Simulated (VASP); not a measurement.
Set up this calculation in VASP 6.6.1, as the native input.

| Property | Result |
| --- | --- |
| Task | single point |
| Functional | LDA |
| Potentials or basis | VASP PAW LDA potentials, release 64 (K_sv, Sc_sv, Tl_d, F) |
| Cutoff | 520 eV |
| k mesh | 6 × 6 × 6 |
| Occupations | gaussian, width 0.05 eV |
| Spin | no spin polarisation |
| Dipole correction | no |
| Further INCAR settings | ALGO = Normal; EDIFF = 1e-07; NBANDS = 53 |

The structure of K2ScTlF6 lies in POSCAR:

```
K2ScTlF6
1.0
    0.0000000000      4.5782338007      4.5782338007
    4.5782338007      0.0000000000      4.5782338007
    4.5782338007      4.5782338007      0.0000000000
K Sc Tl F
2 1 1 6
Direct
    0.7500000000      0.7500000000      0.7500000000
    0.2500000000      0.2500000000      0.2500000000
    0.0000000000      0.0000000000      0.0000000000
    0.5000000000      0.5000000000      0.5000000000
    0.7826000000      0.2174000000      0.2174000000
    0.2174000000      0.2174000000      0.7826000000
    0.2174000000      0.7826000000      0.7826000000
    0.2174000000      0.7826000000      0.2174000000
    0.7826000000      0.2174000000      0.7826000000
    0.7826000000      0.7826000000      0.2174000000
```

These files were run (other wordings do the same):

INCAR

```
ALGO = Normal
EDIFF = 1E-7
ENCUT = 520
ISIF = 2
ISMEAR = 0
LASPH = True
LCHARG = False
LREAL = False
LWAVE = False
NBANDS = 53
NELM = 60
PREC = Accurate
SIGMA = 0.05
```

KPOINTS

```
k-points
0
Gamma
  6 6 6
```

Potentials or basis: VASP PAW LDA potentials, release 64 (K_sv, Sc_sv, Tl_d, F).

The run is started by

```console
$ cat potpaw_LDA.64/K_sv/POTCAR potpaw_LDA.64/Sc_sv/POTCAR potpaw_LDA.64/Tl_d/POTCAR potpaw_LDA.64/F/POTCAR > POTCAR
$ mpirun -np 1 vasp_std > vasp.out
```

Results of the run:

| Quantity | Value |
| --- | --- |
| Pressure | -2.0 GPa |
| Largest force | 0.188 eV/Å |
| Band gap on the k mesh | 4.33 eV |

Caveat: spin-orbit coupling is left out, which moves the levels of the heavy elements.

Run time: 2 min on 1 thread of AMD EPYC 9R45 96-Core Processor (Zen 5) (shared host), peak memory 0.33 GiB.
